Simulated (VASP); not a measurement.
A run of VASP 6.6.1 is set up as follows.

The input INCAR:

```
ALGO = Normal
EDIFF = 1E-7
ENCUT = 520
ISIF = 2
ISMEAR = -1
LASPH = T
LCHARG = T
LELF = T
LREAL = F
LVHAR = T
LWAVE = F
NBANDS = 16
NELM = 100
PREC = Accurate
SIGMA = 0.03
```

The input KPOINTS:

```
k-points
0
Gamma
  9 9 9
```

POSCAR

```
CdS
1.0
    0.0000000000      2.9100000000      2.9100000000
    2.9100000000      0.0000000000      2.9100000000
    2.9100000000      2.9100000000      0.0000000000
Cd S
1 1
Direct
    0.0000000000      0.0000000000      0.0000000000
    0.7500000000      0.7500000000      0.7500000000
```

Potentials or basis: VASP PAW LDA potentials, release 64 (Cd, S).

Launch:

```sh
$ cat potpaw_LDA.64/Cd/POTCAR potpaw_LDA.64/S/POTCAR > POTCAR
$ mpirun -np 1 vasp_std > vasp.out
```

(1) What does it give for the pressure?

(2) What does it give for the band gap on the k mesh?

Results:

(1) -1.6 GPa.

(2) 0.91 eV, direct.
